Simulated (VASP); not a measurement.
# Cu (I4/mmm) in VASP: settings compared, part 2 of 2

VASP 6.6.1.

**4. Relaxation of cell and atoms, PBE+D4**

Input file INCAR:

```
PREC = Accurate ; ENCUT = 600
EDIFF = 1E-7 ; ISMEAR = -1
SIGMA = 0.05 ; LREAL = F
LASPH = T ; NELM = 100
ALGO = Fast ; ISIF = 3
LWAVE = F ; LCHARG = F
GGA = PE ; IVDW = 13
IBRION = 2 ; NSW = 60
EDIFFG = -0.01
```

Input file KPOINTS:

```
Automatic mesh
0
Gamma
  13 13 13
```

Input file POSCAR:

```
Cu
1.0
   -1.4427933200      1.4427933200      1.3760814500
    1.4427933200     -1.4427933200      1.3760814500
    1.4427933200      1.4427933200     -1.3760814500
Cu
1
Direct
    0.0000000000      0.0000000000      0.0000000000
```

Potentials or basis: VASP PAW PBE potentials, release 64 (Cu).

Run with:

```
$ cat potpaw_PBE.64/Cu/POTCAR > POTCAR
$ mpirun -np 1 vasp_std > vasp.out
```

OUTCAR:

```text
PREC = Accurate
   ENCUT = 600
   EDIFF = 1E-7
   ISMEAR = -1
   LREAL = F
   LASPH = T
   NELM = 100
   ISIF = 3
   GGA = PE
   IVDW = 13
   IBRION = 2
   NSW = 60
   EDIFFG = -0.01

 ion  position               nearest neighbor table
   1  0.000  0.000  0.000-

  LATTYP: Found a body centered tetragonal cell.
 ALAT       =     2.8855866400
 C/A-ratio  =     0.9537620052

  Lattice vectors:

 A1 = (  -1.4427933200,   1.4427933200,   1.3760814500)
 A2 = (   1.4427933200,  -1.4427933200,   1.3760814500)
 A3 = (   1.4427933200,   1.4427933200,  -1.3760814500)

Analysis of symmetry for initial positions (statically):
=====================================================================
 Subroutine PRICEL returns:
 Original cell was already a primitive cell.

 Routine SETGRP: Setting up the symmetry group for a
 body centered tetragonal supercell.

 Subroutine GETGRP returns: Found 16 space group operations
 (whereof 16 operations were pure point group operations)
 out of a pool of 16 trial point group operations.

The static configuration has the point symmetry D_4h.

Analysis of symmetry for dynamics (positions and initial velocities):
=====================================================================
 Subroutine PRICEL returns:
 Original cell was already a primitive cell.

 Routine SETGRP: Setting up the symmetry group for a
 body centered tetragonal supercell.

 Subroutine GETGRP returns: Found 16 space group operations
 (whereof 16 operations were pure point group operations)
 out of a pool of 16 trial point group operations.

The dynamic configuration has the point symmetry D_4h.

 Subroutine INISYM returns: Found 16 space group operations
 (whereof 16 operations are pure point group operations),
 and found     1 'primitive' translations

----------------------------------------------------------------------------------------

                                     Primitive cell

  volume of cell :      11.4581

  direct lattice vectors                    reciprocal lattice vectors
    -1.442793320  1.442793320  1.376081450     0.000000000  0.346549983  0.363350585
     1.442793320 -1.442793320  1.376081450     0.346549983  0.000000000  0.363350585
     1.442793320  1.442793320 -1.376081450     0.346549983  0.346549983  0.000000000

  length of vectors
     2.461078074  2.461078074  2.461078074     0.502116060  0.502116060  0.490095685

  position of ions in fractional coordinates (direct lattice)
     0.000000000  0.000000000  0.000000000

  ion indices of the primitive-cell ions
   primitive index   ion index
                 1           1

----------------------------------------------------------------------------------------

 KPOINTS: Automatic mesh

Automatic generation of k-mesh.
 Grid dimensions read from file:
 generate k-points for:   13   13   13

 Generating k-lattice:

  Cartesian coordinates                     Fractional coordinates (reciprocal lattice)
     0.000000000  0.026657691  0.027950045     0.076923077 -0.000000000  0.000000000
     0.026657691  0.000000000  0.027950045    -0.000000000  0.076923077  0.000000000
     0.026657691  0.026657691  0.000000000     0.000000000  0.000000000  0.076923077

  Length of vectors
     0.038624312  0.038624312  0.037699668

  Shift w.r.t. Gamma in fractional coordinates (k-lattice)
     0.000000000  0.000000000  0.000000000

 Subroutine IBZKPT returns following result:
 ===========================================

 Found    196 irreducible k-points:

 Following reciprocal coordinates:
            Coordinates               Weight
  0.000000  0.000000  0.000000      1.000000
  0.076923  0.000000  0.000000      8.000000
  0.153846  0.000000  0.000000      8.000000
  0.230769 -0.000000  0.000000      8.000000
  0.307692  0.000000  0.000000      8.000000
  0.384615 -0.000000  0.000000      8.000000
[... 16 lines left out ...]
  0.384615  0.153846  0.000000     16.000000
  0.461538  0.153846  0.000000     16.000000
 [... further k-points ...]
   k-points           NKPTS =    196   k-points in BZ     NKDIM =    196   number of bands    NBANDS=      9
   number of dos      NEDOS =    301   number of ions     NIONS =      1
   total plane-waves  NPLWV =   8000
   dimension x,y,z NGX =    20 NGY =   20 NGZ =   20
   dimension x,y,z NGXF=    40 NGYF=   40 NGZF=   40
   ions per type =               1
   NGX,Y,Z   is equivalent  to a cutoff of  13.51, 13.51, 13.51 a.u.
   NGXF,Y,Z  is equivalent  to a cutoff of  27.02, 27.02, 27.02 a.u.
 SYSTEM =  unknown system
   PREC   = accura    normal or accurate (medium, high low for compatibility)
   ISTART =      0    job   : 0-new  1-cont  2-samecut
   ICHARG =      2    charge: 1-file 2-atom 10-const
   ISPIN  =      1    spin polarized calculation?
   LNONCOLLINEAR =      F non collinear calculations
   LSORBIT =      F    spin-orbit coupling
   LASPH  =      T    aspherical Exc in radial PAW
   ENCUT  =  600.0 eV  44.10 Ry    6.64 a.u.   4.92  4.92  4.92*2*pi/ulx,y,z
   NELM   =    100;   NELMIN=  2; NELMDL= -5     # of ELM steps
   EDIFF  = 0.1E-06   stopping-criterion for ELM
   LREAL  =      F    real-space projection
   EDIFFG = -.1E-01   stopping-criterion for IOM
   NSW    =     60    number of steps for IOM
   IBRION =      2    ionic relax: 0-MD 1-quasi-New 2-CG
   NFREE  =      1    steps in history (QN), initial steepest desc. (CG)
   ISIF   =      3    stress and relaxation
   ISYM   =      2    0-nonsym 1-usesym 2-fastsym
   POTIM  = 0.5000    time-step for ionic-motion
   TEBEG  =    0.0;   TEEND  =   0.0 temperature during run
   PSTRESS=    0.0 pullay stress
   NELECT =      11.0000    total number of electrons
   NUPDOWN=      -1.0000    fix difference up-down
   EMIN   =  10.00;   EMAX   =-10.00  energy-range for DOS
   EFERMI =   0.00;   METHOD = LEGACY
   ISMEAR =    -1;   SIGMA  =   0.05  broadening in eV -4-tet -1-fermi 0-gaus
   EFERMI_NEDOS =   21; number of points for ismear=-14 and -15
   IALGO  =     68    algorithm
   IMIX   =      4    mixing-type and parameters
     AMIX     =   0.40;   BMIX     =  1.00
     AMIX_MAG =   1.60;   BMIX_MAG =  1.00
  volume/ion in A,a.u.               =      11.46        77.32
  Fermi-wavevector in a.u.,A,eV,Ry     =   1.614984  3.051878 35.486359  2.608174
  Thomas-Fermi vector in A             =   2.709805
   LORBIT       =      0    0 simple, 1 ext, 2 COOP (PROOUT), +10 PAW based schemes
   GGA     = PE    functional components
   LHFCALC =     F    Hartree Fock is set to
   AEXX    =    0.0000 exact exchange contribution
   IVDW    =    13    specifies the selected vdW correction
   LEPSILON=     F    determine dielectric tensor
   LRPA    =     F    only Hartree local field effects (RPA)
 conjugate gradient relaxation of ions
 non-spin polarized calculation
 RMM-DIIS sequential band-by-band and
  energy-cutoff  :      600.00
  volume of cell :       11.46
 maximum number of plane-waves:       400
   NGX =  9   NGY =  9   NGZ =  9

--------------------------------------- Ionic step        1  -------------------------------------------

 number of electron      11.0000000 magnetization

 Free energy of the ion-electron system (eV)
  ---------------------------------------------------
  ext. energy  EPLUGINS =         0.00000000
  ---------------------------------------------------
  free energy    TOTEN  =        -3.68411901 eV

  energy without entropy =       -3.68151714  energy(sigma->0) =       -3.68281807

------------------------ aborting loop because EDIFF is reached ----------------------------------------

  DFT-D4 for vdW energy calculation

  Edisp (eV):   -0.57606
[... 69 lines left out ...]
--------------------------------------- Ionic step        3  -------------------------------------------

 number of electron      10.9999999 magnetization

 Free energy of the ion-electron system (eV)
  ---------------------------------------------------
  ext. energy  EPLUGINS =         0.00000000
  ---------------------------------------------------
  free energy    TOTEN  =        -3.68587284 eV

  energy without entropy =       -3.68325836  energy(sigma->0) =       -3.68456560

 E-fermi :   7.8825     XC(G=0): -12.8843

 val. band max:        7.8683061513   @ k =  -0.0769  -0.4615   0.0769
 cond. band min:       7.8900039102   @ k =  -0.2308   0.4615   0.0769
 fundamental gap:      0.0216977589
 Fermi energy:         7.8824710422

 k-point     1 :       0.0000    0.0000    0.0000
  band No.  band energies     occupation
      1      -1.6272      2.00000
      2       4.6205      2.00000
      3       4.8153      2.00000
      4       4.8153      2.00000
      5       5.6811      2.00000
      6       5.8874      2.00000
      7      32.7641      0.00000
      8      32.7641      0.00000
      9      34.0238      0.00000
[... 265 lines left out ...]
 k-point    24 :       0.4615    0.1538    0.0000
  band No.  band energies     occupation
      1       3.1036      2.00000
      2       4.0028      2.00000
      3       5.1133      2.00000
      4       5.7647      2.00000
      5       6.1042      2.00000
      6       8.8211      0.00000
      7      13.4595      0.00000
      8      20.1402      0.00000
      9      25.2645      0.00000

 [... further k-points ...]

------------------------ aborting loop because EDIFF is reached ----------------------------------------

  DFT-D4 for vdW energy calculation

  Edisp (eV):   -0.57436
[... 24 lines left out ...]
  FREE ENERGIE OF THE ION-ELECTRON SYSTEM (eV)
  ---------------------------------------------------
  free  energy   TOTEN  =        -4.2602295514 eV

  energy  without entropy=       -4.2576150699  energy(sigma->0) =       -4.25892231

 reached required accuracy - stopping structural energy minimisation
```

OSZICAR:

```text
N       E                     dE             d eps       ncg     rms          rms(c)
DAV:   1     0.386087418475E+02    0.38609E+02   -0.62062E+03  3609   0.229E+03
[... 29 lines left out ...]
RMM:   2    -0.368608491193E+01    0.49078E-03   -0.32013E-03  3550   0.139E+00    0.984E-02
RMM:   3    -0.368589392887E+01    0.19098E-03   -0.49290E-04  3548   0.603E-01    0.397E-02
RMM:   4    -0.368587608793E+01    0.17841E-04   -0.29522E-05  3560   0.752E-02    0.146E-02
RMM:   5    -0.368587303808E+01    0.30498E-05   -0.11498E-05  3555   0.932E-02    0.243E-03
RMM:   6    -0.368587307672E+01   -0.38638E-07   -0.23228E-06  3472   0.189E-02    0.352E-03
RMM:   7    -0.368587284867E+01    0.22805E-06   -0.68829E-07  3272   0.214E-02    0.868E-05
RMM:   8    -0.368587284410E+01    0.45709E-08   -0.92572E-08  2329   0.411E-03
   3 F= -.42602296E+01 E0= -.42589223E+01  d E =-.466875E-04
```

CONTCAR:

```text
Cu
   1.00000000000000
    -1.4444228744148573    1.4444228744148573    1.3773725365486942
     1.4444228744148573   -1.4444228744148573    1.3773725365486942
     1.4444228744148573    1.4444228744148573   -1.3773725365486942
  Cu
     1
Direct
     0.0000000000000000    0.0000000000000000    0.0000000000000000

  0.00000000E+00  0.00000000E+00  0.00000000E+00
```

Wall time 40 s (1 thread of Intel Xeon Platinum 8559C (Emerald Rapids), shared host); peak memory 0.14 GiB.

Results:

| Item | Value |
| --- | --- |
| Free energy | -4.2602 eV |
| Relaxed volume | 11.49 Å³/atom |
| Relaxed cell | a = 2.464 Å, b = 2.464 Å, c = 2.464 Å, α = 108.21°, β = 108.21°, γ = 112.02° |
| Space group after relaxing (to 0.1 Å) | I4/mmm (No. 139) |
| Energy gained by relaxing | 0.0 meV/atom |
| Ionic steps | 3 |
| Pressure after relaxing | 0.0 GPa |
| Band gap on the k mesh | zero (an odd number of electrons rules out a gap without spin polarisation) |
| Dispersion energy per atom | -0.574 eV |

Final structure:
```
Cu
1.0
    -1.44442    1.44442    1.37737
     1.44442   -1.44442    1.37737
     1.44442    1.44442   -1.37737
Cu
1
Direct
  0.00000 0.00000 0.00000
```

**5. Single point, revPBE+U**

Input file INCAR:

```
SYSTEM = Cu
ALGO = Normal
EDIFF = 1E-6
ENCUT = 600
GGA = RE
GGA_COMPAT = .FALSE.
ISIF = 2
ISMEAR = 1
LASPH = .TRUE.
LCHARG = .TRUE.
LDAU = .TRUE.
LDAUJ = 0
LDAUL = 2
LDAUPRINT = 1
LDAUTYPE = 2
LDAUU = 3.5
LELF = .TRUE.
LMAXMIX = 4
LREAL = .FALSE.
LVHAR = .TRUE.
LWAVE = .FALSE.
NBANDS = 12
NELM = 200
PREC = Accurate
SIGMA = 0.1
```

Input file KPOINTS:

```
k-points
0
G
  13 13 13
  0 0 0
```

POSCAR is that of step 4.

Potentials or basis: VASP PAW PBE potentials, release 64 (Cu).

Run with:

```
$ cat potpaw_PBE.64/Cu/POTCAR > POTCAR
$ mpirun -np 1 vasp_std > vasp.out
```

OUTCAR:

```text
SYSTEM = Cu
   EDIFF = 1E-6
   ENCUT = 600
   GGA = RE
   ISIF = 2
   ISMEAR = 1
   LASPH = .TRUE.
   LREAL = .FALSE.
   NELM = 200
   PREC = Accurate

 ion  position               nearest neighbor table
   1  0.000  0.000  0.000-

  LATTYP: Found a body centered tetragonal cell.
 ALAT       =     2.8855866400
 C/A-ratio  =     0.9537620052

  Lattice vectors:

 A1 = (  -1.4427933200,   1.4427933200,   1.3760814500)
 A2 = (   1.4427933200,  -1.4427933200,   1.3760814500)
 A3 = (   1.4427933200,   1.4427933200,  -1.3760814500)

Analysis of symmetry for initial positions (statically):
=====================================================================
 Subroutine PRICEL returns:
 Original cell was already a primitive cell.

 Routine SETGRP: Setting up the symmetry group for a
 body centered tetragonal supercell.

 Subroutine GETGRP returns: Found 16 space group operations
 (whereof 16 operations were pure point group operations)
 out of a pool of 16 trial point group operations.

The static configuration has the point symmetry D_4h.

Analysis of symmetry for dynamics (positions and initial velocities):
=====================================================================
 Subroutine PRICEL returns:
 Original cell was already a primitive cell.

 Routine SETGRP: Setting up the symmetry group for a
 body centered tetragonal supercell.

 Subroutine GETGRP returns: Found 16 space group operations
 (whereof 16 operations were pure point group operations)
 out of a pool of 16 trial point group operations.

The dynamic configuration has the point symmetry D_4h.

 Subroutine INISYM returns: Found 16 space group operations
[... 164 lines left out ...]
  o =  0.9292  v =  0.0000  0.0000  0.0000  0.0000  0.0000  0.0000  0.1052 -0.0000 -0.9944  0.0000      0.0000  0.0000  0.0000  0.0000  0.0000  0.0000  0.0000  0.0000  0.0000  0.0000
  o =  0.9361  v =  0.0000 -0.0000 -1.0000  0.0000  0.0000  0.0000  0.0000  0.0000  0.0000  0.0000      0.0000  0.0000  0.0000  0.0000  0.0000  0.0000  0.0000  0.0000  0.0000  0.0000
  o =  0.9361  v =  0.0000  0.0000  0.0000  0.0000  0.0000  0.0000 -0.0000 -1.0000  0.0000  0.0000      0.0000  0.0000  0.0000  0.0000  0.0000  0.0000  0.0000  0.0000  0.0000  0.0000
  o =  0.9402  v =  0.0000  0.0000  0.0000  0.0000  0.0000  0.0000 -0.0000 -0.0000 -0.0000 -1.0000      0.0000  0.0000  0.0000  0.0000  0.0000  0.0000  0.0000  0.0000  0.0000  0.0000
  o =  0.9402  v =  0.0000 -0.0000 -0.0000 -0.0000 -1.0000  0.0000  0.0000  0.0000  0.0000  0.0000      0.0000  0.0000  0.0000  0.0000  0.0000  0.0000  0.0000  0.0000  0.0000  0.0000

 number of electron      11.0000000 magnetization

 Free energy of the ion-electron system (eV)
  ---------------------------------------------------
  ext. energy  EPLUGINS =         0.00000000
  ---------------------------------------------------
  free energy    TOTEN  =        -2.09175129 eV

  energy without entropy =       -2.09201817  energy(sigma->0) =       -2.09184025

 E-fermi :   7.7243     XC(G=0): -12.7241

 val. band max:        7.6381863741   @ k =  -0.1538   0.4615   0.0769
 cond. band min:       7.7539472554   @ k =  -0.0769   0.4615   0.0769
 fundamental gap:      0.1157608813
 Fermi energy:         7.7243245937

 k-point     1 :       0.0000    0.0000    0.0000
  band No.  band energies     occupation
      1      -1.4508      2.00000
      2       3.8179      2.00000
      3       4.0042      2.00000
      4       4.0042      2.00000
      5       4.8651      2.00000
      6       5.0602      2.00000
      7      32.9285      0.00000
      8      32.9285      0.00000
      9      34.1609      0.00000
     10      36.1274      0.00000
     11      36.2793      0.00000
     12      37.2034      0.00000
[... 331 lines left out ...]
 k-point    24 :       0.4615    0.1538    0.0000
  band No.  band energies     occupation
      1       2.4621      2.00000
      2       3.2150      2.00000
      3       4.4925      2.00000
      4       4.9574      2.00000
      5       5.3375      2.00000
      6       8.7250     -0.00000
      7      13.4185      0.00000
      8      20.1963      0.00000
      9      25.4142      0.00000
     10      31.2466      0.00000
     11      37.1115      0.00000
     12      39.6650      0.00000

 [... further k-points ...]
[... 5 lines left out ...]
  --------------------------------------------------------------------------------------
  -------------------------------------------------------------------------------------
  Total        0.7102655      0.7102655      0.6531333      0.0000000      0.0000000     -0.0000000
  in kB       99.3159347     99.3159347     91.3271817      0.0000000      0.0000000     -0.0000000
  external PRESSURE =      96.6530171 kB  Pullay stress =       0.0000000 kB

 VOLUME and BASIS-vectors are now :
 -----------------------------------------------------------------------------
  energy-cutoff  :      600.00
  volume of cell :       11.46
      direct lattice vectors                 reciprocal lattice vectors
    -1.442793320  1.442793320  1.376081450     0.000000000  0.346549983  0.363350585
     1.442793320 -1.442793320  1.376081450     0.346549983  0.000000000  0.363350585
     1.442793320  1.442793320 -1.376081450     0.346549983  0.346549983  0.000000000

 POSITION                                       TOTAL-FORCE (eV/Angst)
 -----------------------------------------------------------------------------------
      0.00000      0.00000      0.00000         0.000000      0.000000      0.000000
 -----------------------------------------------------------------------------------
    total drift:                                0.000000     -0.000000      0.000000

  FREE ENERGIE OF THE ION-ELECTRON SYSTEM (eV)
  ---------------------------------------------------
  free  energy   TOTEN  =        -2.0917512896 eV

  energy  without entropy=       -2.0920181675  energy(sigma->0) =       -2.09184025
```

Run time: 17 s. Hardware: 1 thread of Intel Xeon Platinum 8488C (Sapphire Rapids), shared host; peak memory 0.14 GiB.

Results:

| Item | Value |
| --- | --- |
| Free energy | -2.0918 eV |
| Pressure | 9.7 GPa |
| Band gap on the k mesh | zero (an odd number of electrons rules out a gap without spin polarisation) |

Levels at points of the mesh, in eV from the Fermi level:
| k point | band 2 | band 3 | band 4 | band 5 | band 6 | band 7 | band 8 | band 9 | band 10 | band 11 |
| --- | --- | --- | --- | --- | --- | --- | --- | --- | --- | --- |
| (0.00, 0.00, 0.00) | -3.91 | -3.72 | -3.72 | -2.86 | -2.66 | 25.20 | 25.20 | 26.44 | 28.40 | 28.55 |

Eigenvalues of the final occupation matrices:
```csv
site,spin,trace,eigenvalues
site 1 d,1,4.66,0.93 0.93 0.93 0.94 0.94
site 1 d,2,4.66,0.93 0.93 0.93 0.94 0.94
```

Caveat: the cell stands under pressure; the PAW data sets were made with another functional, which shifts forces and pressure a little; U without spin polarisation on a metal has little footing; the U is typed as a test and isn't derived for this compound.

**6. Summary**

```tsv
task	level	U	cell	smearing	gap on the mesh (eV)	pressure (GPa)	relaxed volume (Å³/atom)
relaxation of cell and atoms	PBEsol	-	relaxed	fermi-dirac 0.05 eV	none	0.0	11.41
relaxation of cell and atoms	PBEsol+D3(BJ)	-	relaxed	fermi-dirac 0.05 eV	none	0.0	10.90
relaxation of cell and atoms	PBE+D4	-	relaxed	fermi-dirac 0.05 eV	none	0.0	11.49
single point	revPBE+U	Cu d U = 3.5 eV	as given	methfessel-paxton 0.1 eV	none	9.7	-
```

Alike in all rows: potentials or basis VASP PAW PBE potentials, release 64 (Cu); no spin polarisation; k mesh 13 × 13 × 13; cutoff (eV) 600.

Caveats: the PAW data sets were made with another functional, which shifts forces and pressure a little (at least some runs); the cell stands under pressure (at least some runs); U without spin polarisation on a metal has little footing (at least some runs); the U is typed as a test and isn't derived for this compound (at least some runs).

Total energies depend on the potentials used, so only differences within one code and one set of settings carry meaning.

The gap in the log of VASP goes by the Fermi energy; the results here count the filled bands.